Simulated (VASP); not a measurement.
# WSe2 in VASP: notebook

WSe2 is run at these levels: PBEsol; tasks: single point.

Everything below comes from runs of VASP 6.6.1. Logs are shortened: lines on timing, memory, paths and dates and some standing lists are left out, and cuts for length are marked.

### Step 1. The cell of the first run

The cell holds a slab with vacuum, 3 atoms: a = 3.270 Å, b = 3.270 Å, c = 16.661 Å, α = 90.00°, β = 90.00°, γ = 120.00°.

### Step 2. Single point, PBEsol

INCAR reads:

```
SYSTEM = WSe2
ALGO = Normal ; EDIFF = 1E-7
ENCUT = 520 ; GGA = PS
ISIF = 2 ; ISMEAR = 0
LASPH = .TRUE. ; LCHARG = .FALSE.
LREAL = .FALSE. ; LWAVE = .FALSE.
NBANDS = 20 ; NELM = 60
PREC = Accurate ; SIGMA = 0.02
```

KPOINTS reads:

```
k-points
0
G
  12 12 2
  0 0 0
```

POSCAR reads:

```
WSe2
1.0
    3.2702526787      0.0000000000      0.0000000000
   -1.6351263394      2.8321218965      0.0000000000
    0.0000000000      0.0000000000     16.6612169678
W Se
1 2
Direct
    0.0000000000      0.0000000000      0.0000000000
    0.3333333333      0.6666666667      0.1003992722
    0.3333333333      0.6666666667      0.8996007278
```

Potentials or basis: VASP PAW PBE potentials, release 64 (W_sv, Se).

Started as:

```
$ cat potpaw_PBE.64/W_sv/POTCAR potpaw_PBE.64/Se/POTCAR > POTCAR
$ mpirun -np 1 vasp_std > vasp.out
```

OUTCAR:

```text
SYSTEM = WSe2
   EDIFF = 1E-7
   ENCUT = 520
   GGA = PS
   ISIF = 2
   ISMEAR = 0
   LASPH = .TRUE.
   LREAL = .FALSE.
   NELM = 60
   PREC = Accurate

 ion  position               nearest neighbor table
   1  0.000  0.000  0.000-   2 2.52   3 2.52   2 2.52   3 2.52   2 2.52   3 2.52
   2  0.333  0.667  0.100-   1 2.52   1 2.52   1 2.52
   3  0.333  0.667  0.900-   1 2.52   1 2.52   1 2.52

  LATTYP: Found a hexagonal cell.
 ALAT       =     3.2702526787
 C/A-ratio  =     5.0947797020

  Lattice vectors:

 A1 = (   3.2702526787,   0.0000000000,   0.0000000000)
 A2 = (  -1.6351263394,   2.8321218965,   0.0000000000)
 A3 = (   0.0000000000,   0.0000000000,  16.6612169678)

Analysis of symmetry for initial positions (statically):
=====================================================================
 Subroutine PRICEL returns:
 Original cell was already a primitive cell.

 Routine SETGRP: Setting up the symmetry group for a
 hexagonal supercell.

 Subroutine GETGRP returns: Found 12 space group operations
 (whereof 12 operations were pure point group operations)
 out of a pool of 24 trial point group operations.

The static configuration has the point symmetry D_3h.

Analysis of symmetry for dynamics (positions and initial velocities):
=====================================================================
 Subroutine PRICEL returns:
 Original cell was already a primitive cell.

 Routine SETGRP: Setting up the symmetry group for a
 hexagonal supercell.

 Subroutine GETGRP returns: Found 12 space group operations
 (whereof 12 operations were pure point group operations)
 out of a pool of 24 trial point group operations.

The dynamic configuration has the point symmetry D_3h.

 Subroutine INISYM returns: Found 12 space group operations
 (whereof 12 operations are pure point group operations),
 and found     1 'primitive' translations

----------------------------------------------------------------------------------------

                                     Primitive cell

  volume of cell :     154.3121

  direct lattice vectors                    reciprocal lattice vectors
     3.270252679  0.000000000  0.000000000     0.305786769  0.176546073  0.000000000
    -1.635126339  2.832121896  0.000000000     0.000000000  0.353092147  0.000000000
     0.000000000  0.000000000 16.661216968     0.000000000  0.000000000  0.060019625

  length of vectors
     3.270252679  3.270252679 16.661216968     0.353092147  0.353092147  0.060019625

  position of ions in fractional coordinates (direct lattice)
     0.000000000  0.000000000  0.000000000
     0.333333333  0.666666667  0.100399272
     0.333333333  0.666666667  0.899600728

  ion indices of the primitive-cell ions
   primitive index   ion index
                 1           1
                 2           2
                 3           3

----------------------------------------------------------------------------------------

 KPOINTS: k-points

Automatic generation of k-mesh.
 Grid dimensions read from file:
 generate k-points for:   12   12    2

 Generating k-lattice:

  Cartesian coordinates                     Fractional coordinates (reciprocal lattice)
     0.025482231  0.014712173  0.000000000     0.083333333 -0.000000000  0.000000000
     0.000000000  0.029424346  0.000000000     0.000000000  0.083333333  0.000000000
     0.000000000  0.000000000  0.030009813     0.000000000  0.000000000  0.500000000

  Length of vectors
     0.029424346  0.029424346  0.030009813

  Shift w.r.t. Gamma in fractional coordinates (k-lattice)
     0.000000000  0.000000000  0.000000000

 Subroutine IBZKPT returns following result:
 ===========================================

 Found     38 irreducible k-points:

 Following reciprocal coordinates:
            Coordinates               Weight
  0.000000  0.000000  0.000000      1.000000
  0.083333 -0.000000  0.000000      6.000000
  0.166667 -0.000000  0.000000      6.000000
  0.250000  0.000000  0.000000      6.000000
  0.333333  0.000000  0.000000      6.000000
  0.416667 -0.000000  0.000000      6.000000
[... 16 lines left out ...]
  0.250000  0.000000  0.500000      6.000000
  0.333333  0.000000  0.500000      6.000000
 [... further k-points ...]
   k-points           NKPTS =     38   k-points in BZ     NKDIM =     38   number of bands    NBANDS=     20
   number of dos      NEDOS =    301   number of ions     NIONS =      3
   total plane-waves  NPLWV =  72576
   dimension x,y,z NGX =    24 NGY =   24 NGZ =  126
   dimension x,y,z NGXF=    48 NGYF=   48 NGZF=  252
   ions per type =               1   2
   NGX,Y,Z   is equivalent  to a cutoff of  12.20, 12.20, 12.57 a.u.
   NGXF,Y,Z  is equivalent  to a cutoff of  24.40, 24.40, 25.14 a.u.
 SYSTEM =  WSe2
   PREC   = accura    normal or accurate (medium, high low for compatibility)
   ISTART =      0    job   : 0-new  1-cont  2-samecut
   ICHARG =      2    charge: 1-file 2-atom 10-const
   ISPIN  =      1    spin polarized calculation?
   LNONCOLLINEAR =      F non collinear calculations
   LSORBIT =      F    spin-orbit coupling
   LASPH  =      T    aspherical Exc in radial PAW
   ENCUT  =  520.0 eV  38.22 Ry    6.18 a.u.   6.08  6.08 30.98*2*pi/ulx,y,z
   NELM   =     60;   NELMIN=  2; NELMDL= -5     # of ELM steps
   EDIFF  = 0.1E-06   stopping-criterion for ELM
   LREAL  =      F    real-space projection
   EDIFFG = 0.1E-05   stopping-criterion for IOM
   NSW    =      0    number of steps for IOM
   IBRION =     -1    ionic relax: 0-MD 1-quasi-New 2-CG
   NFREE  =      0    steps in history (QN), initial steepest desc. (CG)
   ISIF   =      2    stress and relaxation
   ISYM   =      2    0-nonsym 1-usesym 2-fastsym
   POTIM  = 0.5000    time-step for ionic-motion
   TEBEG  =    0.0;   TEEND  =   0.0 temperature during run
   PSTRESS=    0.0 pullay stress
   NELECT =      26.0000    total number of electrons
   NUPDOWN=      -1.0000    fix difference up-down
   EMIN   =  10.00;   EMAX   =-10.00  energy-range for DOS
   EFERMI =   0.00;   METHOD = LEGACY
   ISMEAR =     0;   SIGMA  =   0.02  broadening in eV -4-tet -1-fermi 0-gaus
   EFERMI_NEDOS =   21; number of points for ismear=-14 and -15
   IALGO  =     38    algorithm
   IMIX   =      4    mixing-type and parameters
     AMIX     =   0.40;   BMIX     =  1.00
     AMIX_MAG =   1.60;   BMIX_MAG =  1.00
  volume/ion in A,a.u.               =      51.44       347.12
  Fermi-wavevector in a.u.,A,eV,Ry     =   0.904203  1.708696 11.123894  0.817583
  Thomas-Fermi vector in A             =   2.027621
   LORBIT       =      0    0 simple, 1 ext, 2 COOP (PROOUT), +10 PAW based schemes
   GGA     = PS    functional components
   LHFCALC =     F    Hartree Fock is set to
   AEXX    =    0.0000 exact exchange contribution
   IVDW    =     0    specifies the selected vdW correction
   LEPSILON=     F    determine dielectric tensor
   LRPA    =     F    only Hartree local field effects (RPA)
 non-spin polarized calculation
 Gauss-broadening in eV      SIGMA  =   0.02
  energy-cutoff  :      520.00
  volume of cell :      154.31
 maximum number of plane-waves:      4212
   NGX = 13   NGY = 13   NGZ = 61

 number of electron      25.9999996 magnetization

 Free energy of the ion-electron system (eV)
  ---------------------------------------------------
  ext. energy  EPLUGINS =         0.00000000
  ---------------------------------------------------
  free energy    TOTEN  =       -23.23495000 eV

  energy without entropy =      -23.23495000  energy(sigma->0) =      -23.23495000

 E-fermi :  -0.6258     XC(G=0):  -4.8458

 val. band max:       -0.8197088853   @ k =   0.3333   0.3333   0.0000
 cond. band min:       0.8685858679   @ k =   0.1667   0.1667   0.0000
 fundamental gap:      1.6882947532
 Fermi energy:        -0.6257959118

 k-point     1 :       0.0000    0.0000    0.0000
  band No.  band energies     occupation
      1     -74.7640      2.00000
      2     -39.0300      2.00000
      3     -38.8793      2.00000
      4     -38.8793      2.00000
      5     -15.7208      2.00000
      6     -14.4197      2.00000
[... 12 lines left out ...]
     19       4.1934      0.00000
     20       4.4722      0.00000

 k-point     2 :       0.0833   -0.0000    0.0000
  band No.  band energies     occupation
      1     -74.7633      2.00000
      2     -39.0267      2.00000
      3     -38.8963      2.00000
      4     -38.8833      2.00000
      5     -15.6125      2.00000
      6     -14.3654      2.00000
[... 12 lines left out ...]
     19       4.3359      0.00000
     20       4.8578      0.00000

 k-point     3 :       0.1667   -0.0000    0.0000
  band No.  band energies     occupation
      1     -74.7612      2.00000
      2     -39.0178      2.00000
      3     -38.9427      2.00000
      4     -38.8941      2.00000
      5     -15.3015      2.00000
      6     -14.2101      2.00000
[... 12 lines left out ...]
     19       4.7312      0.00000
     20       5.5195      0.00000

 k-point     4 :       0.2500    0.0000    0.0000
  band No.  band energies     occupation
      1     -74.7583      2.00000
      2     -39.0055      2.00000
      3     -39.0054      2.00000
      4     -38.9089      2.00000
      5     -14.8326      2.00000
      6     -13.9782      2.00000
[... 12 lines left out ...]
     19       5.3262      0.00000
     20       5.9463      0.00000

 k-point     5 :       0.3333    0.0000    0.0000
  band No.  band energies     occupation
      1     -74.7555      2.00000
      2     -39.0675      2.00000
      3     -38.9933      2.00000
      4     -38.9237      2.00000
      5     -14.2912      2.00000
      6     -13.7176      2.00000
[... 12 lines left out ...]
     19       5.8182      0.00000
     20       5.9516      0.00000
[... 353 lines left out ...]
      6     -14.3654      2.00000
[... 12 lines left out ...]
     19       4.0466      0.00000
     20       5.2035      0.00000

 k-point    22 :       0.1667   -0.0000    0.5000
  band No.  band energies     occupation
      1     -74.7612      2.00000
      2     -39.0178      2.00000
      3     -38.9427      2.00000
      4     -38.8941      2.00000
      5     -15.3015      2.00000
      6     -14.2101      2.00000
[... 12 lines left out ...]
     19       4.4811      0.00000
     20       6.0316      0.00000

 k-point    23 :       0.2500    0.0000    0.5000
  band No.  band energies     occupation
      1     -74.7583      2.00000
      2     -39.0055      2.00000
      3     -39.0054      2.00000
      4     -38.9089      2.00000
      5     -14.8326      2.00000
      6     -13.9782      2.00000
[... 12 lines left out ...]
     19       5.0656      0.00000
     20       6.3586      0.00000

 k-point    24 :       0.3333    0.0000    0.5000
  band No.  band energies     occupation
      1     -74.7555      2.00000
      2     -39.0675      2.00000
      3     -38.9933      2.00000
      4     -38.9237      2.00000
      5     -14.2912      2.00000
      6     -13.7176      2.00000
[... 12 lines left out ...]
     19       5.8061      0.00000
     20       5.9148      0.00000

 [... further k-points ...]

------------------------ aborting loop because EDIFF is reached ----------------------------------------

  FORCE on cell =-STRESS in cart. coord.  units (eV):
  Direction    XX          YY          ZZ          XY          YZ          ZX
  --------------------------------------------------------------------------------------
  -------------------------------------------------------------------------------------
  Total        0.1373511      0.1373511      0.1903373     -0.0000000     -0.0000000     -0.0000000
  in kB        1.4260765      1.4260765      1.9762166     -0.0000000     -0.0000000     -0.0000000
  external PRESSURE =       1.6094566 kB  Pullay stress =       0.0000000 kB

 VOLUME and BASIS-vectors are now :
 -----------------------------------------------------------------------------
  energy-cutoff  :      520.00
  volume of cell :      154.31
      direct lattice vectors                 reciprocal lattice vectors
     3.270252679  0.000000000  0.000000000     0.305786769  0.176546073  0.000000000
    -1.635126339  2.832121896  0.000000000     0.000000000  0.353092147  0.000000000
     0.000000000  0.000000000 16.661216968     0.000000000  0.000000000  0.060019625

 POSITION                                       TOTAL-FORCE (eV/Angst)
 -----------------------------------------------------------------------------------
      0.00000      0.00000      0.00000        -0.000000     -0.000000      0.000000
     -0.00000      1.88808      1.67277        -0.000000      0.000000      0.060287
     -0.00000      1.88808     14.98844         0.000000      0.000000     -0.060287
 -----------------------------------------------------------------------------------
    total drift:                                0.000000     -0.000000     -0.000000

  FREE ENERGIE OF THE ION-ELECTRON SYSTEM (eV)
  ---------------------------------------------------
  free  energy   TOTEN  =       -23.2349500033 eV

  energy  without entropy=      -23.2349500033  energy(sigma->0) =      -23.23495000
```

It took 56 s on 1 thread of Intel Xeon 6975P-C (Granite Rapids), shared host; peak memory 0.31 GiB.

Results:

- Free energy: -23.2350 eV
- Largest force: 0.060 eV/Å
- Band gap on the k mesh: 1.69 eV

Forces on the atoms (eV/Å):
```
W    0.000  0.000  0.000
Se   0.000  0.000  0.060
Se   0.000  0.000 -0.060
```

Caveat: there is no dipole correction, which matters where the two faces differ; the PAW data sets were made with another functional, which shifts forces and pressure a little; spin-orbit coupling is left out, which moves the levels of the heavy elements.

(Continued in part 2 of 2.)
